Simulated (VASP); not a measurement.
Wanted: the native input for a VASP 6.6.1 run.

```yaml
Task: single point
Functional: LDA
Potentials_or_basis: VASP PAW LDA potentials, release 64 (B, W_sv)
Cutoff: 520 eV
k_mesh: 18 × 18 × 12
Occupations: fermi-dirac, width 0.15 eV
Spin: no spin polarisation
Dipole_correction: no
Further_INCAR_settings: ALGO = Normal; EDIFF = 1e-07; NBANDS = 17
```

The structure of B2W lies in POSCAR:

```
B2W
1.0
    3.0032054706      0.0000000000      0.0000000000
   -1.5016027353      2.6008522304      0.0000000000
    0.0000000000      0.0000000000      3.3398551813
B W
2 1
Direct
    0.3333333333      0.6666666667      0.5000000000
    0.6666666667      0.3333333333      0.5000000000
    0.0000000000      0.0000000000      0.0000000000
```

The input as run:

INCAR

```
PREC     = Accurate       # precision mode
ENCUT    = 520            # plane-wave cutoff, eV
EDIFF    = 1E-7           # SCF threshold, eV
ISMEAR   = -1             # smearing method
SIGMA    = 0.15           # smearing width, eV
LREAL    = False          # projectors in reciprocal space
LASPH    = True           # aspherical terms in the spheres
NELM     = 100            # most SCF steps
ALGO     = Normal         # electronic algorithm
ISIF     = 2              # what is computed and relaxed
LWAVE    = False          # write WAVECAR
LCHARG   = True           # write CHGCAR
GGA      = CA             # functional
LELF     = True           # ELF
LVHAR    = True         
NBANDS   = 17             # bands
```

KPOINTS

```
Automatic mesh
0
Gamma
  18 18 12
```

Potentials or basis: VASP PAW LDA potentials, release 64 (B, W_sv).

The run is started by

```console
$ cat potpaw_LDA.64/B/POTCAR potpaw_LDA.64/W_sv/POTCAR > POTCAR
$ mpirun -np 1 vasp_std > vasp.out
```

Results of the run:

* Pressure: -5.1 GPa
* Band gap on the k mesh: zero (bands 10 and 11 overlap by 3.43 eV)

Caveat: the cell stands under tension; spin-orbit coupling is left out, which moves the levels of the heavy elements.

Run time: 2.7 min on 1 thread of AMD EPYC 7R13, on a shared host, peak memory 0.19 GiB.
